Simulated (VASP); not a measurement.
## Pt4C: single point with PBEsol

The system is Pt4C, a slab with vacuum.

```
CELL_PARAMETERS angstrom
2.77040 0.00000 0.00000
0.00000 3.91794 0.00000
0.00000 0.00000 21.09697
ATOMIC_POSITIONS crystal
Pt 0.50000 0.50000 0.18960
Pt 0.00000 0.00000 0.25526
Pt 0.50000 0.50000 0.32563
Pt 0.00000 0.00000 0.38380
C 0.00000 0.50000 0.42409
```

```json
{
 "Program": "VASP 6.6.1",
 "Task": "single point",
 "Functional": "PBEsol",
 "Potentials or basis": "VASP PAW PBE potentials, release 64 (Pt, C)",
 "Cutoff": "520 eV",
 "k mesh": "10 × 7 × 1",
 "Occupations": "gaussian, width 0.1 eV",
 "Spin": "collinear spin",
 "Starting moments": "[0.0, 0.0, 0.0, 0.0, 2.0] μB",
 "Dipole correction": "yes",
 "Further INCAR settings": "ALGO = Normal; EDIFF = 1e-06; NBANDS = 34; NELMDL = -8"
}
```

| Property | Result |
| --- | --- |
| Largest force | 3.157 eV/Å |
| Band gap on the k mesh | zero (filled and empty bands overlap) |
| Net moment | 0.00 μB per cell |
| Valence electrons inside the program's atomic spheres | Pt 9.00, 9.18, 9.31, 9.40; C 2.07 |

Forces in eV/Å, atoms in the order of the input:
```
Pt   0.000  0.000  1.100
Pt   0.000  0.000 -1.319
Pt   0.000  0.000 -0.214
Pt   0.000  0.000  3.157
C    0.000  0.000 -2.724
```

Levels at points of the mesh, in eV from the Fermi level:
Spin up:
```csv
k point,band 20,band 21,band 22,band 23,band 24,band 25
"(0.00, 0.00, 0.00)",-0.67,-0.57,-0.39,0.26,0.99,1.35
"(0.50, 0.00, 0.00)",-0.28,0.09,0.21,1.48,2.27,2.39
```
Spin down:
| k point | band 20 | band 21 | band 22 | band 23 | band 24 | band 25 |
| --- | --- | --- | --- | --- | --- | --- |
| (0.00, 0.00, 0.00) | -0.67 | -0.57 | -0.39 | 0.26 | 0.99 | 1.35 |
| (0.50, 0.00, 0.00) | -0.28 | 0.09 | 0.21 | 1.48 | 2.27 | 2.39 |

Run time: 14 min on 1 thread of Oxide Virtual Turin-like Processor, with other jobs on the host, peak memory 0.55 GiB.

Caveat: the PAW data sets were made with another functional, which shifts forces and pressure a little; spin-orbit coupling is left out, which moves the levels of the heavy elements.
